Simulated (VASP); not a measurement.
# Al5Rh (F-43m) in VASP: a series of runs

Al5Rh is run at these levels: PBE; tasks: single point, relaxation of cell and atoms.

Program: VASP 6.6.1. These are calculated values, not measurements. Logs are shortened: lines on timing, memory, paths and dates and some standing lists are left out, and cuts for length are marked.

## 1. The cell of the first run

The structure is cubic, space group F-43m (No. 216). Conventional cell: a = 7.258 Å, b = 7.258 Å, c = 7.258 Å, α = 90.00°, β = 90.00°, γ = 90.00°. Within 4.0 Å of Al (site symmetry -43m) lie 12 Al at 3.01 Å and 4 Rh at 3.14 Å. Al (site symmetry 3m) has 9 Al at 2.56 to 3.01 Å and 3 Rh at 3.01 Å within 3.4 Å. Rh (site symmetry -43m) has 16 Al at 3.01 to 3.14 Å within 4.0 Å.

## 2. Single point, PBE

INCAR

```
PREC = Accurate
ENCUT = 520
EDIFF = 1E-6
ISMEAR = 0
SIGMA = 0.1
LREAL = F
LASPH = T
NELM = 100
ALGO = Normal
ISIF = 2
LWAVE = F
LCHARG = T
GGA = PE
LELF = T
LVHAR = T
NBANDS = 24
```

KPOINTS

```
regular mesh
0
Gamma
  10 10 10
```

POSCAR

```
Al5Rh
1.0
    0.0000000000      3.6291011343      3.6291011343
    3.6291011343      0.0000000000      3.6291011343
    3.6291011343      3.6291011343      0.0000000000
Al Rh
5 1
Direct
    0.7500000000      0.7500000000      0.7500000000
    0.3751557150      0.3751557150      0.8745328549
    0.3751557150      0.8745328549      0.3751557150
    0.3751557150      0.3751557150      0.3751557150
    0.8745328549      0.3751557150      0.3751557150
    0.0000000000      0.0000000000      0.0000000000
```

Potentials or basis: VASP PAW PBE potentials, release 64 (Al, Rh_pv).

On the command line:

```sh
cat potpaw_PBE.64/Al/POTCAR potpaw_PBE.64/Rh_pv/POTCAR > POTCAR
mpirun -np 1 vasp_std > vasp.out
```

OUTCAR:

```text
PREC = Accurate
   ENCUT = 520
   EDIFF = 1E-6
   ISMEAR = 0
   LREAL = F
   LASPH = T
   NELM = 100
   ISIF = 2
   GGA = PE

 ion  position               nearest neighbor table
   1  0.750  0.750  0.750-   2 3.01   2 3.01   3 3.01   5 3.01   3 3.01   5 3.01   4 3.01   4 3.01
                             4 3.01   2 3.01   3 3.01   5 3.01   6 3.14   6 3.14   6 3.14   6 3.14
   2  0.375  0.375  0.875-   3 2.56   4 2.56   5 2.56   4 2.57   3 2.57   5 2.57   1 3.01   1 3.01
                             1 3.01   6 3.01   6 3.01   6 3.01
   3  0.375  0.875  0.375-   2 2.56   4 2.56   5 2.56   2 2.57   4 2.57   5 2.57   1 3.01   1 3.01
                             1 3.01   6 3.01   6 3.01   6 3.01
   4  0.375  0.375  0.375-   2 2.56   3 2.56   5 2.56   2 2.57   3 2.57   5 2.57   1 3.01   1 3.01
                             1 3.01   6 3.01   6 3.01   6 3.01
   5  0.875  0.375  0.375-   2 2.56   3 2.56   4 2.56   4 2.57   2 2.57   3 2.57   1 3.01   1 3.01
                             1 3.01   6 3.01   6 3.01   6 3.01
   6  0.000  0.000  0.000-   2 3.01   3 3.01   5 3.01   4 3.01   4 3.01   4 3.01   2 3.01   3 3.01
                             5 3.01   2 3.01   3 3.01   5 3.01   1 3.14   1 3.14   1 3.14   1 3.14

  LATTYP: Found a face centered cubic cell.
 ALAT       =     7.2582022686

  Lattice vectors:

 A1 = (   0.0000000000,   3.6291011343,   3.6291011343)
 A2 = (   3.6291011343,   0.0000000000,   3.6291011343)
 A3 = (   3.6291011343,   3.6291011343,   0.0000000000)

Analysis of symmetry for initial positions (statically):
=====================================================================
 Subroutine PRICEL returns:
 Original cell was already a primitive cell.

 Routine SETGRP: Setting up the symmetry group for a
 face centered cubic supercell.

 Subroutine GETGRP returns: Found 24 space group operations
 (whereof 24 operations were pure point group operations)
 out of a pool of 48 trial point group operations.

The static configuration has the point symmetry T_d .

Analysis of symmetry for dynamics (positions and initial velocities):
=====================================================================
 Subroutine PRICEL returns:
 Original cell was already a primitive cell.

 Routine SETGRP: Setting up the symmetry group for a
 face centered cubic supercell.

 Subroutine GETGRP returns: Found 24 space group operations
 (whereof 24 operations were pure point group operations)
 out of a pool of 48 trial point group operations.

The dynamic configuration has the point symmetry T_d .

 Subroutine INISYM returns: Found 24 space group operations
 (whereof 24 operations are pure point group operations),
 and found     1 'primitive' translations

----------------------------------------------------------------------------------------

                                     Primitive cell

  volume of cell :      95.5932

  direct lattice vectors                    reciprocal lattice vectors
     0.000000000  3.629101134  3.629101134    -0.137775163  0.137775163  0.137775163
     3.629101134  0.000000000  3.629101134     0.137775163 -0.137775163  0.137775163
     3.629101134  3.629101134  0.000000000     0.137775163  0.137775163 -0.137775163

  length of vectors
     5.132324043  5.132324043  5.132324043     0.238633582  0.238633582  0.238633582

  position of ions in fractional coordinates (direct lattice)
     0.750000000  0.750000000  0.750000000
     0.375155715  0.375155715  0.874532855
     0.375155715  0.874532855  0.375155715
     0.375155715  0.375155715  0.375155715
     0.874532855  0.375155715  0.375155715
     0.000000000  0.000000000  0.000000000

  ion indices of the primitive-cell ions
   primitive index   ion index
                 1           1
                 2           2
                 3           3
                 4           4
                 5           5
                 6           6

----------------------------------------------------------------------------------------

 KPOINTS: regular mesh

Automatic generation of k-mesh.
 Grid dimensions read from file:
 generate k-points for:   10   10   10

 Generating k-lattice:

  Cartesian coordinates                     Fractional coordinates (reciprocal lattice)
    -0.013777516  0.013777516  0.013777516     0.100000000  0.000000000  0.000000000
     0.013777516 -0.013777516  0.013777516     0.000000000  0.100000000  0.000000000
     0.013777516  0.013777516 -0.013777516     0.000000000  0.000000000  0.100000000

  Length of vectors
     0.023863358  0.023863358  0.023863358

  Shift w.r.t. Gamma in fractional coordinates (k-lattice)
     0.000000000  0.000000000  0.000000000

 Subroutine IBZKPT returns following result:
 ===========================================

 Found     47 irreducible k-points:

 Following reciprocal coordinates:
            Coordinates               Weight
  0.000000  0.000000  0.000000      1.000000
  0.100000  0.000000  0.000000      8.000000
  0.200000  0.000000  0.000000      8.000000
  0.300000  0.000000  0.000000      8.000000
  0.400000  0.000000  0.000000      8.000000
  0.500000  0.000000  0.000000      4.000000
[... 16 lines left out ...]
  0.300000  0.300000  0.000000      6.000000
  0.400000  0.300000  0.000000     24.000000
 [... further k-points ...]
   k-points           NKPTS =     47   k-points in BZ     NKDIM =     47   number of bands    NBANDS=     24
   number of dos      NEDOS =    301   number of ions     NIONS =      6
   total plane-waves  NPLWV =  64000
   dimension x,y,z NGX =    40 NGY =   40 NGZ =   40
   dimension x,y,z NGXF=    80 NGYF=   80 NGZF=   80
   ions per type =               5   1
   NGX,Y,Z   is equivalent  to a cutoff of  12.96, 12.96, 12.96 a.u.
   NGXF,Y,Z  is equivalent  to a cutoff of  25.91, 25.91, 25.91 a.u.
 SYSTEM =  unknown system
   PREC   = accura    normal or accurate (medium, high low for compatibility)
   ISTART =      0    job   : 0-new  1-cont  2-samecut
   ICHARG =      2    charge: 1-file 2-atom 10-const
   ISPIN  =      1    spin polarized calculation?
   LNONCOLLINEAR =      F non collinear calculations
   LSORBIT =      F    spin-orbit coupling
   LASPH  =      T    aspherical Exc in radial PAW
   ENCUT  =  520.0 eV  38.22 Ry    6.18 a.u.   9.54  9.54  9.54*2*pi/ulx,y,z
   NELM   =    100;   NELMIN=  2; NELMDL= -5     # of ELM steps
   EDIFF  = 0.1E-05   stopping-criterion for ELM
   LREAL  =      F    real-space projection
   EDIFFG = 0.1E-04   stopping-criterion for IOM
   NSW    =      0    number of steps for IOM
   IBRION =     -1    ionic relax: 0-MD 1-quasi-New 2-CG
   NFREE  =      0    steps in history (QN), initial steepest desc. (CG)
   ISIF   =      2    stress and relaxation
   ISYM   =      2    0-nonsym 1-usesym 2-fastsym
   POTIM  = 0.5000    time-step for ionic-motion
   TEBEG  =    0.0;   TEEND  =   0.0 temperature during run
   PSTRESS=    0.0 pullay stress
   NELECT =      30.0000    total number of electrons
   NUPDOWN=      -1.0000    fix difference up-down
   EMIN   =  10.00;   EMAX   =-10.00  energy-range for DOS
   EFERMI =   0.00;   METHOD = LEGACY
   ISMEAR =     0;   SIGMA  =   0.10  broadening in eV -4-tet -1-fermi 0-gaus
   EFERMI_NEDOS =   21; number of points for ismear=-14 and -15
   IALGO  =     38    algorithm
   IMIX   =      4    mixing-type and parameters
     AMIX     =   0.40;   BMIX     =  1.00
     AMIX_MAG =   1.60;   BMIX_MAG =  1.00
  volume/ion in A,a.u.               =      15.93       107.52
  Fermi-wavevector in a.u.,A,eV,Ry     =   1.112516  2.102350 16.839813  1.237691
  Thomas-Fermi vector in A             =   2.249091
   LORBIT       =      0    0 simple, 1 ext, 2 COOP (PROOUT), +10 PAW based schemes
   GGA     = PE    functional components
   LHFCALC =     F    Hartree Fock is set to
   AEXX    =    0.0000 exact exchange contribution
   IVDW    =     0    specifies the selected vdW correction
   LEPSILON=     F    determine dielectric tensor
   LRPA    =     F    only Hartree local field effects (RPA)
 non-spin polarized calculation
 Gauss-broadening in eV      SIGMA  =   0.10
  energy-cutoff  :      520.00
  volume of cell :       95.59
 maximum number of plane-waves:      2637
 NGX is ok and might be reduce to    40
   NGX = 19   NGY = 19   NGZ = 19

 number of electron      30.0000005 magnetization

 Free energy of the ion-electron system (eV)
  ---------------------------------------------------
  ext. energy  EPLUGINS =         0.00000000
  ---------------------------------------------------
  free energy    TOTEN  =       -25.79689992 eV

  energy without entropy =      -25.78251011  energy(sigma->0) =      -25.78970502

 E-fermi :   8.7648     XC(G=0): -10.7549

 val. band max:        8.7608789978   @ k =   0.2000   0.2000   0.0000
 cond. band min:       8.7898936705   @ k =   0.4000   0.2000   0.0000
 fundamental gap:      0.0290146727
 Fermi energy:         8.7647563449

 k-point     1 :       0.0000    0.0000    0.0000
  band No.  band energies     occupation
      1     -37.5482      2.00000
      2     -37.5482      2.00000
      3     -37.5482      2.00000
      4      -2.5351      2.00000
      5       3.8066      2.00000
      6       4.3810      2.00000
[... 16 lines left out ...]
     23      11.8185      0.00000
     24      18.0933      0.00000

 k-point     2 :       0.1000    0.0000    0.0000
  band No.  band energies     occupation
      1     -37.5482      2.00000
      2     -37.5482      2.00000
      3     -37.5482      2.00000
      4      -2.4533      2.00000
      5       3.3459      2.00000
      6       4.2614      2.00000
[... 16 lines left out ...]
     23      12.3470      0.00000
     24      17.0421      0.00000

 k-point     3 :       0.2000    0.0000    0.0000
  band No.  band energies     occupation
      1     -37.5482      2.00000
      2     -37.5482      2.00000
      3     -37.5482      2.00000
      4      -2.2106      2.00000
      5       2.4272      2.00000
      6       3.9665      2.00000
[... 16 lines left out ...]
     23      13.5785      0.00000
     24      15.5592      0.00000
[... 514 lines left out ...]
 k-point    23 :       0.3000    0.3000    0.0000
  band No.  band energies     occupation
      1     -37.5483      2.00000
      2     -37.5482      2.00000
      3     -37.5482      2.00000
      4      -1.5759      2.00000
      5       1.8026      2.00000
      6       2.8418      2.00000
[... 16 lines left out ...]
     23      13.9976      0.00000
     24      14.2116      0.00000

 k-point    24 :       0.4000    0.3000    0.0000
  band No.  band energies     occupation
      1     -37.5483      2.00000
      2     -37.5482      2.00000
      3     -37.5482      2.00000
      4      -1.1957      2.00000
      5       1.3047      2.00000
      6       2.3592      2.00000
[... 16 lines left out ...]
     23      13.3513      0.00000
     24      13.9495      0.00000

 [... further k-points ...]
[... 5 lines left out ...]
  --------------------------------------------------------------------------------------
  -------------------------------------------------------------------------------------
  Total       -0.0300466     -0.0300466     -0.0300466     -0.0000000      0.0000000      0.0000000
  in kB       -0.5035923     -0.5035923     -0.5035923     -0.0000000      0.0000000      0.0000000
  external PRESSURE =      -0.5035923 kB  Pullay stress =       0.0000000 kB

 VOLUME and BASIS-vectors are now :
 -----------------------------------------------------------------------------
  energy-cutoff  :      520.00
  volume of cell :       95.59
      direct lattice vectors                 reciprocal lattice vectors
     0.000000000  3.629101134  3.629101134    -0.137775163  0.137775163  0.137775163
     3.629101134  0.000000000  3.629101134     0.137775163 -0.137775163  0.137775163
     3.629101134  3.629101134  0.000000000     0.137775163  0.137775163 -0.137775163

 POSITION                                       TOTAL-FORCE (eV/Angst)
 -----------------------------------------------------------------------------------
      5.44365      5.44365      5.44365        -0.000000      0.000000      0.000000
      4.53525      4.53525      2.72296        -0.004949     -0.004949      0.004949
      4.53525      2.72296      4.53525        -0.004949      0.004949     -0.004949
      2.72296      2.72296      2.72296         0.004949      0.004949      0.004949
      2.72296      4.53525      4.53525         0.004949     -0.004949     -0.004949
      0.00000      0.00000      0.00000        -0.000000      0.000000      0.000000
 -----------------------------------------------------------------------------------
    total drift:                               -0.000000     -0.000000     -0.000000

  FREE ENERGIE OF THE ION-ELECTRON SYSTEM (eV)
  ---------------------------------------------------
  free  energy   TOTEN  =       -25.7968999248 eV

  energy  without entropy=      -25.7825101103  energy(sigma->0) =      -25.78970502
```

Run time: 5 min. Hardware: 1 thread of AMD EPYC 7R13, shared host; peak memory 0.26 GiB.

What came out:

| Quantity | Value |
| --- | --- |
| Free energy | -25.7969 eV |
| Pressure | -0.1 GPa |
| Largest force | 0.009 eV/Å |
| Band gap on the k mesh | zero (band 15 reaches 10.45 eV, above the bottom of band 16 at 8.11 eV) |

Forces in eV/Å, atoms in the order of the input:
```
Al   0.000  0.000  0.000
Al  -0.005 -0.005  0.005
Al  -0.005  0.005 -0.005
Al   0.005  0.005  0.005
Al   0.005 -0.005 -0.005
Rh   0.000  0.000  0.000
```

## 3. Relaxation of cell and atoms, PBE

This run uses another cell than the first one, of 15.97 Å³/atom, 1.003 times its volume.

INCAR

```
  ALGO = Fast
  EDIFF = 1E-6
  EDIFFG = -0.01
  ENCUT = 600
  GGA = PE
  IBRION = 2
  ISIF = 3
  ISMEAR = 0
  LASPH = T
  LCHARG = F
  LREAL = F
  LWAVE = F
  NELM = 100
  NSW = 100
  PREC = Accurate
  SIGMA = 0.1
```

KPOINTS

```
k-points
0
Gamma
  10 10 10
```

POSCAR

```
Al5Rh
1.0
    0.0000000000      3.6322918600      3.6322918600
    3.6322918600      0.0000000000      3.6322918600
    3.6322918600      3.6322918600      0.0000000000
Al Rh
5 1
Direct
    0.7500000000      0.7500000000      0.7500000000
    0.3749198113      0.3749198113      0.8752405662
    0.3749198113      0.8752405662      0.3749198113
    0.3749198113      0.3749198113      0.3749198113
    0.8752405662      0.3749198113      0.3749198113
    0.0000000000      0.0000000000      0.0000000000
```

Potentials or basis: VASP PAW PBE potentials, release 64 (Al, Rh_pv).

On the command line:

```sh
cat potpaw_PBE.64/Al/POTCAR potpaw_PBE.64/Rh_pv/POTCAR > POTCAR
mpirun -np 1 vasp_std > vasp.out
```

Wall time 12 min (1 thread of AMD EPYC 7R13, shared host); peak memory 0.3 GiB.

The run converged. Its results:

```
Free energy                            : -25.7971 eV
Relaxed volume                         : 15.93 Å³/atom
Relaxed cell                           : a = 5.132 Å, b = 5.132 Å, c = 5.132 Å, α = 60.00°, β = 60.00°, γ = 60.00°
Space group after relaxing (to 0.05 Å) : F-43m (No. 216)
Energy gained by relaxing              : 0.2 meV/atom
Ionic steps                            : 3
Pressure after relaxing                : -0.1 GPa
Largest force after relaxing           : 0.009 eV/Å
Band gap on the k mesh                 : zero (band 15 reaches 10.45 eV, above the bottom of band 16 at 8.11 eV)
```

Forces in eV/Å, atoms in the order of the input:
```
Al   0.000  0.000  0.000
Al   0.005  0.005 -0.005
Al   0.005 -0.005  0.005
Al  -0.005 -0.005 -0.005
Al  -0.005  0.005  0.005
Rh   0.000  0.000  0.000
```

The path:
| step | energy change (eV) | largest force (eV/Å) | pressure (GPa) | volume (Å³) |
| --- | --- | --- | --- | --- |
| 1 | 0.0000 | 0.1010 | -0.26 | 95.85 |
| 2 | -0.0008 | 0.0518 | 0.03 | 95.49 |
| 3 | -0.0009 | 0.0086 | -0.06 | 95.59 |

Final structure:
```
Al Rh
1.0
     0.00000    3.62903    3.62903
     3.62903    0.00000    3.62903
     3.62903    3.62903    0.00000
Al Rh
5 1
Direct
  0.75000 0.75000 0.75000
  0.37520 0.37520 0.87441
  0.37520 0.87441 0.37520
  0.37520 0.37520 0.37520
  0.87441 0.37520 0.37520
  0.00000 0.00000 0.00000
```

Levels at points of the mesh, in eV from the Fermi level:
```tsv
k point	band 12	band 13	band 14	band 15	band 16	band 17	band 18	band 19
(0.00, 0.00, 0.00)	-2.58	-2.58	-2.58	0.11	0.11	0.11	0.64	0.64
(0.50, 0.00, 0.00)	-2.56	-2.56	-0.55	-0.55	-0.49	1.06	2.33	2.33
(0.50, 0.50, 0.00)	-2.52	-2.08	-1.22	1.68	1.85	1.95	1.95	3.14
```
